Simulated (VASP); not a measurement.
Runs of VASP 6.6.1 on H. The structure is that of space group I4/mmm (No. 139), or close to it. The cells are those of the table. 

```csv
cell,gap on the mesh (eV),pressure (GPa),largest force (eV/Å)
"a = 3.535 Å, angles 116.3, 116.3, 96.6°, 2 atoms",9.43,0.2,0.31
"a = 3.593 Å, angles 116.3, 116.3, 96.6°, 2 atoms",(b),-0.3,0.11
"a = 3.413 Å, angles 116.3, 116.3, 96.6°, 2 atoms",(a),1.5,1.32
"a = 3.649 Å, angles 116.3, 116.3, 96.6°, 2 atoms",9.29,-0.8,0.49
"a = 3.475 Å, angles 116.3, 116.3, 96.6°, 2 atoms",(c),0.8,0.78
```

Alike in all rows: task single point; level PBE; potentials or basis VASP PAW PBE potentials, release 64 (H); no spin polarisation; k mesh 4 × 4 × 4; cutoff (eV) 500; smearing gaussian 0.01 eV.

**Question.** Estimate the missing entries.

**Answer.** (a) 9.57; (b) 9.36; (c) 9.50.

Caveats: all runs use coarse meshes; forces of over 1 eV/Å act on the atoms, so gaps and moduli don't describe the material at rest (some runs).

A k mesh can miss the band edges.
